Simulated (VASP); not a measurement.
**CoO: single point with r2SCAN**

Crystal: CoO.

```
CELL_PARAMETERS angstrom
1.58057 0.91254 2.53178
-1.58057 0.91254 2.53178
0.00000 -1.82508 2.53178
ATOMIC_POSITIONS crystal
Co 0.99898 0.99898 0.99898
O 0.75102 0.75102 0.75102
```

| Item | Value |
| --- | --- |
| Program | VASP 6.6.1 |
| Task | single point |
| Functional | r2SCAN |
| Potentials or basis | VASP PAW PBE potentials, release 64 (Co, O) |
| Cutoff | 520 eV |
| k mesh | 10 × 10 × 10 |
| Occupations | fermi-dirac, width 0.05 eV |
| Spin | collinear spin, ferromagnetic start |
| Starting moments | [2.0, 0.0] μB |
| Dipole correction | no |
| Further INCAR settings | ALGO = Normal; EDIFF = 1e-06; NBANDS = 18 |

```json
{"Pressure": "10.0 GPa", "Largest force": "0.433 eV/Å", "Net moment": "2.96 μB per cell", "Site moments": "Co +2.58; O +0.29 μB", "Valence electrons inside the program's atomic spheres": "Co 8.08; O 5.07"}
```

Forces in eV/Å, atoms in the order of the input:
```
Co   0.000  0.000  0.433
O    0.000  0.000 -0.433
```

Stress tensor (GPa, compression positive):
```
 7.41  0.00  0.00
 0.00  7.41  0.00
 0.00  0.00 15.33
```

Levels at points of the mesh, in eV from the Fermi level:
Spin up:
| k point | band 5 | band 6 | band 7 | band 8 | band 9 | band 10 | band 11 | band 12 | band 13 | band 14 |
| --- | --- | --- | --- | --- | --- | --- | --- | --- | --- | --- |
| (0.00, 0.00, 0.00) | -2.52 | -2.52 | 0.02 | 0.02 | 0.13 | 0.42 | 14.95 | 14.95 | 15.57 | 20.94 |
| (0.50, 0.00, 0.00) | -3.14 | -2.54 | -2.53 | -0.79 | -0.76 | 6.28 | 7.48 | 14.30 | 14.65 | 18.40 |
| (0.50, 0.50, 0.00) | -3.85 | -2.43 | -2.23 | -2.17 | -1.70 | 5.44 | 10.88 | 11.76 | 15.24 | 15.56 |
| (0.50, 0.50, 0.50) | -3.23 | -2.60 | -2.60 | -0.90 | -0.90 | 6.23 | 7.79 | 14.19 | 14.19 | 18.12 |
Spin down:
| k point | band 2 | band 3 | band 4 | band 5 | band 6 | band 7 | band 8 | band 9 | band 10 | band 11 |
| --- | --- | --- | --- | --- | --- | --- | --- | --- | --- | --- |
| (0.00, 0.00, 0.00) | -5.12 | -5.04 | -5.04 | -0.79 | -0.79 | 1.23 | 3.81 | 3.81 | 3.89 | 15.49 |
| (0.50, 0.00, 0.00) | -6.85 | -4.94 | -4.94 | -0.46 | -0.42 | 1.33 | 2.85 | 2.87 | 6.95 | 8.79 |
| (0.50, 0.50, 0.00) | -7.00 | -4.67 | -4.64 | -0.38 | -0.13 | 0.01 | 2.05 | 2.10 | 7.18 | 11.65 |
| (0.50, 0.50, 0.50) | -6.81 | -4.89 | -4.89 | -0.39 | -0.39 | 1.12 | 2.72 | 2.72 | 6.88 | 9.17 |

Wall time 6.1 min on 1 thread of Intel Xeon 8259CL (shared host), peak memory 0.21 GiB.

Caveat: the stress differs along the axes, from 7 to 15 GPa; the PAW data sets were made with another functional, which shifts forces and pressure a little; a cell with one magnetic atom can't hold antiferromagnetic order, which such compounds often take; semilocal functionals often make such compounds metallic where correlation or magnetic order opens a gap, which also shifts bond lengths. With open d or f shells a metallic result of r2SCAN can be an artefact of self-interaction; +U or a hybrid may open a gap.
